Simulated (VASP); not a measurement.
RbBr, 2 atoms in the cell. Symmetry: Pm-3m, No. 221, cubic system. The conventional cell has a = 4.124 Å, b = 4.124 Å, c = 4.124 Å, α = 90.00°, β = 90.00°, γ = 90.00°. Within 4.7 Å of Rb (site symmetry m-3m) lie 8 Br at 3.57 Å and 6 Rb at 4.12 Å. Within 4.7 Å of Br (site symmetry m-3m) lie 8 Rb at 3.57 Å and 6 Br at 4.12 Å. 

* Program: VASP 6.6.1
* Task: single point
* Functional: PBE
* Potentials or basis: VASP PAW PBE potentials, release 64 (Rb_sv, Br)
* Cutoff: 500 eV
* k mesh: 4 × 4 × 4
* Occupations: gaussian, width 0.01 eV
* Spin: no spin polarisation
* Dipole correction: no
* Further INCAR settings: ALGO = Normal; EDIFF = 1e-06; NBANDS = 15

Potentials or basis: VASP PAW PBE potentials, release 64 (Rb_sv, Br).

Launch:

```sh
$ cat potpaw_PBE.64/Rb_sv/POTCAR potpaw_PBE.64/Br/POTCAR > POTCAR
$ mpirun -np 1 vasp_std > vasp.out
```

Hardware: 1 thread of Intel(R) Xeon(R) Platinum 8375C CPU @ 2.90GHz (Ice Lake) (shared host).

Q: Estimate the wall time of this run.

A: It took 11 s on 1 thread of Intel(R) Xeon(R) Platinum 8375C CPU @ 2.90GHz (Ice Lake) (shared host), peak memory 0.16 GiB. Counts: scf iterations 11, k points 10.
